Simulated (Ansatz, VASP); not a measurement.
Two plane-wave programs on Si5Ge

```
CELL_PARAMETERS angstrom
3.40308 -4.06559 -0.30560
3.40308 4.06559 -0.30560
-2.84497 0.00000 3.67977
ATOMIC_POSITIONS crystal
Si 0.82094 0.17906 0.00000
Si 0.17906 0.82094 0.00000
Si 0.34121 0.65879 0.50000
Si 0.50000 0.50000 0.00000
Si 0.65879 0.34121 0.50000
Ge 0.00000 0.00000 0.50000
```

Alike in both runs: functional PBE; k mesh 10 × 10 × 8; occupations gaussian, width 0.1 eV; no spin polarisation.

Ansatz relaxed the structure, and its values are those at the end. VASP's run is a single point on that final structure, the one shown.

|  | VASP | Ansatz |
| --- | --- | --- |
| version | VASP 6.6.1 | Ansatz 0.2.0 |
| potentials or method | VASP PAW PBE potentials, release 64 (Si, Ge_d), cutoff 520 eV | scalar-relativistic, plane waves, PAW |
| valence electrons in the cell | 34 | 34 |

|  | VASP | Ansatz | Ansatz less VASP |
| --- | --- | --- | --- |
| gap on the k mesh at the Fermi level (eV) | none | none | - |
| pressure (GPa) | 0.0 | 0.0 | +0.04 |

A gap of «none» marks a metal or a gap that the smearing closes. The functional is the same, so the differences come from potentials, cutoffs and numerics.
